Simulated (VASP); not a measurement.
# RbBr (Pm-3m) in VASP: settings compared

RbBr is run at these levels: LDA, PBE; tasks: single point.

All numbers are computed with VASP 6.6.1; they aren't measurements. Logs are shortened: lines on timing, memory, paths and dates and some standing lists are left out, and cuts for length are marked.

**1. The cell of the first run**

The structure is cubic, space group Pm-3m (No. 221). The conventional cell has a = 4.193 Å, b = 4.193 Å, c = 4.193 Å, α = 90.00°, β = 90.00°, γ = 90.00°. Within 4.8 Å of Rb (site symmetry m-3m) lie 8 Br at 3.63 Å and 6 Rb at 4.19 Å. Within 4.8 Å of Br (site symmetry m-3m) lie 8 Rb at 3.63 Å and 6 Br at 4.19 Å.

**2. Single point, LDA**

The input, INCAR:

```
ALGO     = Normal         # electronic algorithm
EDIFF    = 1E-7           # SCF threshold, eV
ENCUT    = 520            # plane-wave cutoff, eV
GGA      = CA             # functional
ISIF     = 2              # what is computed and relaxed
ISMEAR   = 0              # smearing method
LASPH    = True           # aspherical terms in the spheres
LCHARG   = False          # write CHGCAR
LREAL    = False          # projectors in reciprocal space
LWAVE    = False          # write WAVECAR
NBANDS   = 15             # bands
NELM     = 100            # most SCF steps
PREC     = Accurate       # precision mode
SIGMA    = 0.02           # smearing width, eV
```

The input, KPOINTS:

```
k-points
0
Gamma
  6 6 6
```

The input, POSCAR:

```
RbBr
1.0
    4.1929010518      0.0000000000      0.0000000000
    0.0000000000      4.1929010518      0.0000000000
    0.0000000000      0.0000000000      4.1929010518
Rb Br
1 1
Direct
    0.0000000000      0.0000000000      0.0000000000
    0.5000000000      0.5000000000      0.5000000000
```

Potentials or basis: VASP PAW LDA potentials, release 64 (Rb_sv, Br).

Started as:

```bash
> cat potpaw_LDA.64/Rb_sv/POTCAR potpaw_LDA.64/Br/POTCAR > POTCAR
> mpirun -np 1 vasp_std > vasp.out
```

OUTCAR:

```text
EDIFF = 1E-7
   ENCUT = 520
   GGA = CA
   ISIF = 2
   ISMEAR = 0
   LASPH = True
   LREAL = False
   NELM = 100
   PREC = Accurate

 ion  position               nearest neighbor table
   1  0.000  0.000  0.000-   2 3.63   2 3.63   2 3.63   2 3.63   2 3.63   2 3.63   2 3.63   2 3.63

   2  0.500  0.500  0.500-   1 3.63   1 3.63   1 3.63   1 3.63   1 3.63   1 3.63   1 3.63   1 3.63

  LATTYP: Found a simple cubic cell.
 ALAT       =     4.1929010518

  Lattice vectors:

 A1 = (   4.1929010518,   0.0000000000,   0.0000000000)
 A2 = (   0.0000000000,   4.1929010518,   0.0000000000)
 A3 = (   0.0000000000,   0.0000000000,   4.1929010518)

Analysis of symmetry for initial positions (statically):
=====================================================================
 Subroutine PRICEL returns:
 Original cell was already a primitive cell.

 Routine SETGRP: Setting up the symmetry group for a
 simple cubic supercell.

 Subroutine GETGRP returns: Found 48 space group operations
 (whereof 48 operations were pure point group operations)
 out of a pool of 48 trial point group operations.

The static configuration has the point symmetry O_h .

Analysis of symmetry for dynamics (positions and initial velocities):
=====================================================================
 Subroutine PRICEL returns:
 Original cell was already a primitive cell.

 Routine SETGRP: Setting up the symmetry group for a
 simple cubic supercell.

 Subroutine GETGRP returns: Found 48 space group operations
 (whereof 48 operations were pure point group operations)
 out of a pool of 48 trial point group operations.

The dynamic configuration has the point symmetry O_h .

 Subroutine INISYM returns: Found 48 space group operations
 (whereof 48 operations are pure point group operations),
 and found     1 'primitive' translations

----------------------------------------------------------------------------------------

                                     Primitive cell

  volume of cell :      73.7130

  direct lattice vectors                    reciprocal lattice vectors
     4.192901052  0.000000000  0.000000000     0.238498354  0.000000000  0.000000000
     0.000000000  4.192901052  0.000000000     0.000000000  0.238498354  0.000000000
     0.000000000  0.000000000  4.192901052     0.000000000  0.000000000  0.238498354

  length of vectors
     4.192901052  4.192901052  4.192901052     0.238498354  0.238498354  0.238498354

  position of ions in fractional coordinates (direct lattice)
     0.000000000  0.000000000  0.000000000
     0.500000000  0.500000000  0.500000000

  ion indices of the primitive-cell ions
   primitive index   ion index
                 1           1
                 2           2

----------------------------------------------------------------------------------------

 KPOINTS: k-points

Automatic generation of k-mesh.
 Grid dimensions read from file:
 generate k-points for:    6    6    6

 Generating k-lattice:

  Cartesian coordinates                     Fractional coordinates (reciprocal lattice)
     0.039749726  0.000000000  0.000000000     0.166666667  0.000000000  0.000000000
     0.000000000  0.039749726  0.000000000     0.000000000  0.166666667  0.000000000
     0.000000000  0.000000000  0.039749726     0.000000000  0.000000000  0.166666667

  Length of vectors
     0.039749726  0.039749726  0.039749726

  Shift w.r.t. Gamma in fractional coordinates (k-lattice)
     0.000000000  0.000000000  0.000000000

 Subroutine IBZKPT returns following result:
 ===========================================

 Found     20 irreducible k-points:

 Following reciprocal coordinates:
            Coordinates               Weight
  0.000000  0.000000  0.000000      1.000000
  0.166667  0.000000  0.000000      6.000000
  0.333333  0.000000  0.000000      6.000000
  0.500000  0.000000  0.000000      3.000000
  0.166667  0.166667  0.000000     12.000000
  0.333333  0.166667  0.000000     24.000000
[... 12 lines left out ...]
  0.500000  0.500000  0.333333      6.000000
  0.500000  0.500000  0.500000      1.000000
   k-points           NKPTS =     20   k-points in BZ     NKDIM =     20   number of bands    NBANDS=     15
   number of dos      NEDOS =    301   number of ions     NIONS =      2
   total plane-waves  NPLWV =  32768
   dimension x,y,z NGX =    32 NGY =   32 NGZ =   32
   dimension x,y,z NGXF=    64 NGYF=   64 NGZF=   64
   ions per type =               1   1
   NGX,Y,Z   is equivalent  to a cutoff of  12.69, 12.69, 12.69 a.u.
   NGXF,Y,Z  is equivalent  to a cutoff of  25.38, 25.38, 25.38 a.u.
 SYSTEM =  unknown system
   PREC   = accura    normal or accurate (medium, high low for compatibility)
   ISTART =      0    job   : 0-new  1-cont  2-samecut
   ICHARG =      2    charge: 1-file 2-atom 10-const
   ISPIN  =      1    spin polarized calculation?
   LNONCOLLINEAR =      F non collinear calculations
   LSORBIT =      F    spin-orbit coupling
   LASPH  =      T    aspherical Exc in radial PAW
   ENCUT  =  520.0 eV  38.22 Ry    6.18 a.u.   7.80  7.80  7.80*2*pi/ulx,y,z
   NELM   =    100;   NELMIN=  2; NELMDL= -5     # of ELM steps
   EDIFF  = 0.1E-06   stopping-criterion for ELM
   LREAL  =      F    real-space projection
   EDIFFG = 0.1E-05   stopping-criterion for IOM
   NSW    =      0    number of steps for IOM
   IBRION =     -1    ionic relax: 0-MD 1-quasi-New 2-CG
   NFREE  =      0    steps in history (QN), initial steepest desc. (CG)
   ISIF   =      2    stress and relaxation
   ISYM   =      2    0-nonsym 1-usesym 2-fastsym
   POTIM  = 0.5000    time-step for ionic-motion
   TEBEG  =    0.0;   TEEND  =   0.0 temperature during run
   PSTRESS=    0.0 pullay stress
   NELECT =      16.0000    total number of electrons
   NUPDOWN=      -1.0000    fix difference up-down
   EMIN   =  10.00;   EMAX   =-10.00  energy-range for DOS
   EFERMI =   0.00;   METHOD = LEGACY
   ISMEAR =     0;   SIGMA  =   0.02  broadening in eV -4-tet -1-fermi 0-gaus
   EFERMI_NEDOS =   21; number of points for ismear=-14 and -15
   IALGO  =     38    algorithm
   IMIX   =      4    mixing-type and parameters
     AMIX     =   0.40;   BMIX     =  1.00
     AMIX_MAG =   1.60;   BMIX_MAG =  1.00
  volume/ion in A,a.u.               =      36.86       248.72
  Fermi-wavevector in a.u.,A,eV,Ry     =   0.983861  1.859227 13.170189  0.967982
  Thomas-Fermi vector in A             =   2.115050
   LORBIT       =      0    0 simple, 1 ext, 2 COOP (PROOUT), +10 PAW based schemes
   GGA     = CA    functional components
   LHFCALC =     F    Hartree Fock is set to
   AEXX    =    0.0000 exact exchange contribution
   IVDW    =     0    specifies the selected vdW correction
   LEPSILON=     F    determine dielectric tensor
   LRPA    =     F    only Hartree local field effects (RPA)
 non-spin polarized calculation
 Gauss-broadening in eV      SIGMA  =   0.02
  energy-cutoff  :      520.00
  volume of cell :       73.71
 maximum number of plane-waves:      2008
 NGX is ok and might be reduce to    32
   NGX = 15   NGY = 15   NGZ = 15

 number of electron      16.0000001 magnetization

 Free energy of the ion-electron system (eV)
  ---------------------------------------------------
  ext. energy  EPLUGINS =         0.00000000
  ---------------------------------------------------
  free energy    TOTEN  =        -6.62116547 eV

  energy without entropy =       -6.62116547  energy(sigma->0) =       -6.62116547

 E-fermi :  -0.9414     XC(G=0):  -8.2040

 val. band max:       -1.0854726458   @ k =   0.5000   0.5000   0.0000
 cond. band min:       2.4510212016   @ k =   0.0000   0.0000   0.0000
 fundamental gap:      3.5364938474
 Fermi energy:        -0.9413613578

 k-point     1 :       0.0000    0.0000    0.0000
  band No.  band energies     occupation
      1     -26.1015      2.00000
      2     -13.6590      2.00000
      3     -10.1533      2.00000
      4     -10.1533      2.00000
      5     -10.1533      2.00000
      6      -1.2416      2.00000
      7      -1.2416      2.00000
      8      -1.2416      2.00000
      9       2.4510      0.00000
     10       4.2697      0.00000
     11       4.2697      0.00000
     12       8.5847      0.00000
     13       8.5847      0.00000
     14       8.5847      0.00000
     15      11.2697      0.00000

 k-point     2 :       0.1667    0.0000    0.0000
  band No.  band energies     occupation
      1     -26.0971      2.00000
      2     -13.6556      2.00000
      3     -10.1913      2.00000
      4     -10.1428      2.00000
      5     -10.1428      2.00000
      6      -1.7341      2.00000
      7      -1.2559      2.00000
      8      -1.2559      2.00000
      9       3.1013      0.00000
     10       4.4706      0.00000
     11       4.8263      0.00000
     12       8.4368      0.00000
     13       8.4368      0.00000
     14       8.7311      0.00000
     15       9.9847      0.00000

 k-point     3 :       0.3333    0.0000    0.0000
  band No.  band energies     occupation
      1     -26.0884      2.00000
      2     -13.6504      2.00000
      3     -10.2600      2.00000
      4     -10.1217      2.00000
      5     -10.1217      2.00000
      6      -2.4649      2.00000
      7      -1.2862      2.00000
      8      -1.2862      2.00000
      9       4.4126      0.00000
     10       5.0249      0.00000
     11       5.8832      0.00000
     12       8.2801      0.00000
     13       8.3268      0.00000
     14       8.3268      0.00000
     15       9.0913      0.00000

 k-point     4 :       0.5000    0.0000    0.0000
  band No.  band energies     occupation
      1     -26.0840      2.00000
      2     -13.6486      2.00000
      3     -10.2908      2.00000
      4     -10.1110      2.00000
      5     -10.1110      2.00000
      6      -2.7636      2.00000
      7      -1.3022      2.00000
      8      -1.3022      2.00000
      9       5.4671      0.00000
     10       5.5073      0.00000
     11       5.9952      0.00000
     12       7.3889      0.00000
     13       8.4075      0.00000
     14       8.4075      0.00000
     15       9.3287      0.00000
[... 235 lines left out ...]
 k-point    18 :       0.5000    0.3333    0.3333
  band No.  band energies     occupation
      1     -26.0602      2.00000
      2     -13.4486      2.00000
      3     -10.3850      2.00000
      4     -10.3204      2.00000
      5     -10.3014      2.00000
      6      -2.2872      2.00000
      7      -2.1290      2.00000
      8      -1.9764      2.00000
      9       5.5453      0.00000
     10       6.2663      0.00000
     11       6.3316      0.00000
     12       7.4553      0.00000
     13       7.6411      0.00000
     14       7.9565      0.00000
     15      10.5900      0.00000

 k-point    19 :       0.5000    0.5000    0.3333
  band No.  band energies     occupation
      1     -26.0562      2.00000
      2     -13.4201      2.00000
      3     -10.3816      2.00000
      4     -10.3816      2.00000
      5     -10.2946      2.00000
      6      -2.2956      2.00000
      7      -2.2956      2.00000
      8      -2.0937      2.00000
      9       5.6816      0.00000
     10       6.5985      0.00000
     11       6.5985      0.00000
     12       7.0480      0.00000
     13       8.1914      0.00000
     14       8.1914      0.00000
     15      10.5460      0.00000

 k-point    20 :       0.5000    0.5000    0.5000
  band No.  band energies     occupation
      1     -26.0524      2.00000
      2     -13.3966      2.00000
      3     -10.3628      2.00000
      4     -10.3628      2.00000
      5     -10.3628      2.00000
      6      -2.3578      2.00000
      7      -2.3578      2.00000
      8      -2.3578      2.00000
      9       6.6877      0.00000
     10       6.6877      0.00000
     11       6.6877      0.00000
     12       7.8484      0.00000
     13       7.8484      0.00000
     14       7.8484      0.00000
     15      10.6350      0.00000

------------------------ aborting loop because EDIFF is reached ----------------------------------------

  FORCE on cell =-STRESS in cart. coord.  units (eV):
  Direction    XX          YY          ZZ          XY          YZ          ZX
  --------------------------------------------------------------------------------------
  -------------------------------------------------------------------------------------
  Total       -1.1179044     -1.1179044     -1.1179044      0.0000000      0.0000000     -0.0000000
  in kB      -24.2980497    -24.2980497    -24.2980497      0.0000000      0.0000000     -0.0000000
  external PRESSURE =     -24.2980497 kB  Pullay stress =       0.0000000 kB

 VOLUME and BASIS-vectors are now :
 -----------------------------------------------------------------------------
  energy-cutoff  :      520.00
  volume of cell :       73.71
      direct lattice vectors                 reciprocal lattice vectors
     4.192901052  0.000000000  0.000000000     0.238498354  0.000000000  0.000000000
     0.000000000  4.192901052  0.000000000     0.000000000  0.238498354  0.000000000
     0.000000000  0.000000000  4.192901052     0.000000000  0.000000000  0.238498354

 POSITION                                       TOTAL-FORCE (eV/Angst)
 -----------------------------------------------------------------------------------
      0.00000      0.00000      0.00000         0.000000      0.000000      0.000000
      2.09645      2.09645      2.09645         0.000000      0.000000      0.000000
 -----------------------------------------------------------------------------------
    total drift:                                0.000000      0.000000     -0.000000

  FREE ENERGIE OF THE ION-ELECTRON SYSTEM (eV)
  ---------------------------------------------------
  free  energy   TOTEN  =        -6.6211654668 eV

  energy  without entropy=       -6.6211654668  energy(sigma->0) =       -6.62116547
```

Wall time 14 s (1 thread of Intel Xeon Platinum 8259CL at 2.50GHz (Skylake/Cascade Lake), shared host); peak memory 0.16 GiB.

Results:

```yaml
Free_energy: -6.6212 eV
Pressure: -2.4 GPa
Band_gap_on_the_k_mesh: 3.54 eV (least direct gap 3.69 eV)
```

Levels at points of the mesh, in eV from the valence-band top:
| k point | band 4 | band 5 | band 6 | band 7 | band 8 | band 9 | band 10 | band 11 | band 12 | band 13 |
| --- | --- | --- | --- | --- | --- | --- | --- | --- | --- | --- |
| (0.00, 0.00, 0.00) | -9.07 | -9.07 | -0.16 | -0.16 | -0.16 | 3.54 | 5.36 | 5.36 | 9.67 | 9.67 |
| (0.50, 0.00, 0.00) | -9.03 | -9.03 | -1.68 | -0.22 | -0.22 | 6.55 | 6.59 | 7.08 | 8.47 | 9.49 |
| (0.50, 0.50, 0.00) | -9.35 | -9.00 | -1.03 | -1.03 | 0.00 | 4.97 | 5.90 | 7.73 | 7.73 | 10.08 |
| (0.50, 0.50, 0.50) | -9.28 | -9.28 | -1.27 | -1.27 | -1.27 | 7.77 | 7.77 | 7.77 | 8.93 | 8.93 |

A k mesh can miss the band edges.

**3. Single point, PBE, non-collinear spin, zero start, spin-orbit coupling**

The input, INCAR:

```
SYSTEM = RbBr
PREC = Accurate
ENCUT = 520
EDIFF = 1E-6
ISMEAR = 0
SIGMA = 0.02
LREAL = .FALSE.
LASPH = .TRUE.
NELM = 150
ALGO = Normal
ISIF = 2
LWAVE = .FALSE.
LCHARG = .FALSE.
MAGMOM = 0 0 0 0 0 0
LORBIT = 11
LSORBIT = .TRUE.
GGA_COMPAT = .FALSE.
LORBMOM = .TRUE.
GGA = PE
NBANDS = 28
```

The input, KPOINTS:

```
regular mesh
0
G
  6 6 6
  0 0 0
```

POSCAR is that of step 2.

Potentials or basis: VASP PAW PBE potentials, release 64 (Rb_sv, Br).

Started as:

```bash
> cat potpaw_PBE.64/Rb_sv/POTCAR potpaw_PBE.64/Br/POTCAR > POTCAR
> mpirun -np 1 vasp_ncl > vasp.out
```

Run time: 77 s. Hardware: 1 thread of Intel Xeon Platinum 8259CL at 2.50GHz (Skylake/Cascade Lake), shared host; peak memory 0.33 GiB.

The run converged. Its results:

```
Free energy                                           : -6.0575 eV
Pressure                                              : 0.1 GPa
Net moment                                            : 0.00 μB per cell
Valence electrons inside the program's atomic spheres : Rb 7.31; Br 4.88
```

Moments on the atoms (μB; x, y, z):
```
Rb  0.00 0.00 0.00
Br  0.00 0.00 0.00
```
